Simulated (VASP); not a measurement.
# TaN (Fm-3m) in VASP: notebook, part 2 of 2

VASP 6.6.1. Earlier steps stand in the parts before.

## (3) Vibrations by perturbation theory, PBEsol

This run uses another cell than the first one, of 9.39 Å³/atom, 0.962 times its volume.

The input, INCAR:

```
SYSTEM = TaN
PREC = Accurate
ENCUT = 520
EDIFF = 1E-8
ISMEAR = -1
SIGMA = 0.15
LREAL = .FALSE.
LASPH = .TRUE.
NELM = 80
ALGO = Normal
ISIF = 2
LWAVE = .FALSE.
LCHARG = .FALSE.
GGA = PS
NBANDS = 15
IBRION = 8
NSW = 1
```

The input, KPOINTS:

```
Automatic mesh
0
G
  18 18 18
  0 0 0
```

The input, POSCAR:

```
TaN
1.0
    0.0000000000      2.1093395964      2.1093395964
    2.1093395964      0.0000000000      2.1093395964
    2.1093395964      2.1093395964      0.0000000000
Ta N
1 1
Direct
    0.5000000000      0.5000000000      0.5000000000
    0.0000000000      0.0000000000      0.0000000000
```

Potentials or basis: VASP PAW PBE potentials, release 64 (Ta_pv, N).

Command:

```bash
> cat potpaw_PBE.64/Ta_pv/POTCAR potpaw_PBE.64/N/POTCAR > POTCAR
> mpirun -np 1 vasp_std > vasp.out
```

OUTCAR:

```text
SYSTEM = TaN
   PREC = Accurate
   ENCUT = 520
   EDIFF = 1E-8
   ISMEAR = -1
   LREAL = .FALSE.
   LASPH = .TRUE.
   NELM = 80
   ISIF = 2
   GGA = PS
   IBRION = 8
   NSW = 1

 ion  position               nearest neighbor table
   1  0.500  0.500  0.500-   2 2.11   2 2.11   2 2.11   2 2.11   2 2.11   2 2.11
   2  0.000  0.000  0.000-   1 2.11   1 2.11   1 2.11   1 2.11   1 2.11   1 2.11

  LATTYP: Found a face centered cubic cell.
 ALAT       =     4.2186791928

  Lattice vectors:

 A1 = (   0.0000000000,   2.1093395964,   2.1093395964)
 A2 = (   2.1093395964,   0.0000000000,   2.1093395964)
 A3 = (   2.1093395964,   2.1093395964,   0.0000000000)

Analysis of symmetry for initial positions (statically):
=====================================================================
 Subroutine PRICEL returns:
 Original cell was already a primitive cell.

 Routine SETGRP: Setting up the symmetry group for a
 face centered cubic supercell.

 Subroutine GETGRP returns: Found 48 space group operations
[... 9 lines left out ...]

 Routine SETGRP: Setting up the symmetry group for a
 face centered cubic supercell.

 Subroutine GETGRP returns: Found 48 space group operations
[... 11 lines left out ...]
                                     Primitive cell

  volume of cell :      18.7702

  direct lattice vectors                    reciprocal lattice vectors
     0.000000000  2.109339596  2.109339596    -0.237041016  0.237041016  0.237041016
     2.109339596  0.000000000  2.109339596     0.237041016 -0.237041016  0.237041016
     2.109339596  2.109339596  0.000000000     0.237041016  0.237041016 -0.237041016

  length of vectors
     2.983056665  2.983056665  2.983056665     0.410567082  0.410567082  0.410567082
[... 595 lines left out ...]
 -----------------------------------------------------------------------------------
    total drift:                                0.000000     -0.000000     -0.000000

  FREE ENERGIE OF THE ION-ELECTRON SYSTEM (eV)
  ---------------------------------------------------
  free  energy   TOTEN  =       -22.9126136162 eV

  energy  without entropy=      -22.8620057606  energy(sigma->0) =      -22.88730969

[... ionic steps 2 to 3 ...]

--------------------------------------- Ionic step        4  -------------------------------------------

------------------------ aborting loop because EDIFF is reached ----------------------------------------

[... ionic steps 5 to 6 ...]

--------------------------------------- Ionic step        7  -------------------------------------------

 Free energy of the ion-electron system (eV)
  ---------------------------------------------------
  ---------------------------------------------------
  free energy    TOTEN  =        -0.23615718 eV

  energy without entropy =       -0.23615719

------------------------ aborting loop because EDIFF is reached ----------------------------------------

 INTERNAL STRAIN TENSOR  FOR ION    2  DIRECTION 1   (eV/Angst):
 -----------------------------------------------------------------------------
     0.04117 -0.00000 -0.00000
     0.00000 -0.01962  0.00000
    -0.00000  0.00000 -0.01962

 INTERNAL STRAIN TENSOR FOR ION    2 for displacements in x,y,z  (eV/Angst):
          X           Y           Z          XY          YZ          ZX
  --------------------------------------------------------------------------------
  x     0.00000     0.00000     0.00000     0.00000     0.00000     0.00000
  y     0.00000     0.00000     0.00000     0.00000     0.00000     0.00000
  z     0.00000     0.00000     0.00000     0.00000     0.00000     0.00000

 SECOND DERIVATIVES (NOT SYMMETRIZED)
 ------------------------------------
               1X          1Y          1Z          2X          2Y          2Z
  1X   -14.664700    0.000000    0.000000   14.664700    0.000000    0.000000
  1Y     0.000000  -14.664700    0.000000    0.000000   14.664700    0.000000
  1Z     0.000000    0.000000  -14.664700    0.000000    0.000000   14.664700
  2X    14.658557    0.000000    0.000000  -14.658557    0.000000    0.000000
  2Y     0.000000   14.658557    0.000000    0.000000  -14.658557    0.000000
  2Z     0.000000    0.000000   14.658557    0.000000    0.000000  -14.658557

 Eigenvectors and eigenvalues of the dynamical matrix
 ----------------------------------------------------

   1 f  =   16.603779 THz   104.324622 2PiTHz  553.842461 cm-1    68.667683 meV
             X         Y         Z           dx          dy          dz
      2.109340  2.109340  2.109340     0.000000    0.268042    0.000000
      0.000000  0.000000  0.000000     0.000000   -0.963407    0.000000
[... 21 lines left out ...]
   6 f/i=    0.000898 THz     0.005644 2PiTHz    0.029965 cm-1     0.003715 meV
             X         Y         Z           dx          dy          dz
      2.109340  2.109340  2.109340     0.000000    0.000000    0.963407
      0.000000  0.000000  0.000000     0.000000    0.000000    0.268042

--------------------------------------------------------------------------------------------------------

 ELASTIC MODULI CONTR FROM IONIC RELAXATION (kBar)
 Direction    XX          YY          ZZ          XY          YZ          ZX
 --------------------------------------------------------------------------------
 XX           0.0000      0.0000      0.0000      0.0000      0.0000      0.0000
 YY           0.0000      0.0000      0.0000      0.0000      0.0000      0.0000
 ZZ           0.0000      0.0000      0.0000      0.0000      0.0000      0.0000
 XY           0.0000      0.0000      0.0000      0.0000      0.0000      0.0000
 YZ           0.0000      0.0000      0.0000      0.0000      0.0000      0.0000
 ZX           0.0000      0.0000      0.0000      0.0000      0.0000      0.0000
 --------------------------------------------------------------------------------
```

OSZICAR:

```text
N       E                     dE             d eps       ncg     rms          rms(c)
DAV:   1     0.889704432817E+02    0.88970E+02   -0.88270E+03  5865   0.116E+03
DAV:   2    -0.231429948889E+02   -0.11211E+03   -0.10608E+03  7124   0.309E+02
DAV:   3    -0.257310373757E+02   -0.25880E+01   -0.25687E+01  6515   0.441E+01
DAV:   4    -0.257399340790E+02   -0.88967E-02   -0.88908E-02  7628   0.273E+00
[... 42 lines left out ...]
RMM:   8    -0.236157929925E+00   -0.15973E-05   -0.49494E-09 26391   0.465E-04    0.661E-05
RMM:   9    -0.236157310790E+00    0.61914E-06    0.42808E-09 25675   0.147E-04    0.925E-06
RMM:  10    -0.236157139176E+00    0.17161E-06   -0.30111E-09 27779   0.393E-05    0.408E-06
RMM:  11    -0.236157168869E+00   -0.29694E-07    0.38058E-10 25540   0.850E-06    0.823E-07
RMM:  12    -0.236157178862E+00   -0.99925E-08    0.72952E-10 20362   0.258E-06    0.147E-07
 Linear response finished
```

Run time: 10 min. Hardware: 1 thread of AMD EPYC 7R13, shared host; peak memory 0.37 GiB.

What came out:

```
Highest phonon frequency at Γ, LO-TO splitting left out : 554 cm⁻¹
```

Phonon frequencies in cm⁻¹ (negative: imaginary):
```csv
q point,frequencies
"(0.000, 0.000, 0.000)",0 0 0 554 554 554
```

Caveat: the cell wasn't relaxed at this level first, which shifts response properties; the PAW data sets were made with another functional, which shifts forces and pressure a little; spin-orbit coupling is left out, which moves the levels of the heavy elements.

## (4) Density of states, PBEsol

This run uses another cell than the first one, of 10.47 Å³/atom, 1.074 times its volume.

The input, POSCAR:

```
TaN
1.0
    0.0000000000      2.1878447014      2.1878447014
    2.1878447014      0.0000000000      2.1878447014
    2.1878447014      2.1878447014      0.0000000000
Ta N
1 1
Direct
    0.5000000000      0.5000000000      0.5000000000
    0.0000000000      0.0000000000      0.0000000000
```

The input, INCAR.step1:

```
PREC = Accurate
ENCUT = 520
EDIFF = 1E-6
ISMEAR = 0
SIGMA = 0.1
LREAL = F
LASPH = T
NELM = 120
ALGO = Normal
ISIF = 2
LWAVE = F
LCHARG = T
LMAXMIX = 4
GGA = PS
NBANDS = 16
GGA_COMPAT = F
NEDOS = 2001
LORBIT = 11
```

The input, KPOINTS.step1:

```
regular mesh
0
Gamma
  16 16 16
```

The input, INCAR.step2:

```
PREC = Accurate
ENCUT = 520
EDIFF = 1E-6
ISMEAR = -5
SIGMA = 0.1
LREAL = F
LASPH = T
NELM = 120
ALGO = Normal
ISIF = 2
LWAVE = F
LCHARG = F
LMAXMIX = 4
GGA = PS
LORBIT = 10
NBANDS = 16
NEDOS = 2001
ICHARG = 11
GGA_COMPAT = F
```

The input, KPOINTS.step2:

```
regular mesh
0
Gamma
  24 24 24
```

Potentials or basis: VASP PAW PBE potentials, release 64 (Ta_sv_GW, N).

Command:

```bash
> cat potpaw_PBE.64/Ta_sv_GW/POTCAR potpaw_PBE.64/N/POTCAR > POTCAR
> cp INCAR.step1 INCAR
> cp KPOINTS.step1 KPOINTS
> mpirun -np 1 vasp_std > vasp.out
> cp INCAR.step2 INCAR
> cp KPOINTS.step2 KPOINTS
> mpirun -np 1 vasp_std > vasp.out
```

It took 71 s on 1 thread of Intel Xeon Platinum 8488C (Sapphire Rapids), shared host; peak memory 0.27 GiB.

It converged, with:

```yaml
Valence_electrons_inside_the_program's_atomic_spheres: Ta 11.83; N 3.76
```

Levels at points of the mesh, in eV from the Fermi level:
| k point | band 7 | band 8 | band 9 | band 10 | band 11 | band 12 |
| --- | --- | --- | --- | --- | --- | --- |
| (0.00, 0.00, 0.00) | -3.83 | -3.83 | -2.16 | -2.16 | -2.16 | 0.04 |
| (0.50, 0.00, 0.00) | -7.69 | -7.69 | 1.97 | 1.97 | 2.06 | 3.82 |
| (0.50, 0.50, 0.00) | -5.59 | -4.64 | -4.64 | 2.16 | 3.67 | 3.67 |

Caveat: the PAW data sets were made with another functional, which shifts forces and pressure a little; spin-orbit coupling is left out, which moves the levels of the heavy elements; tetrahedron occupations give inexact forces and stress in metals.
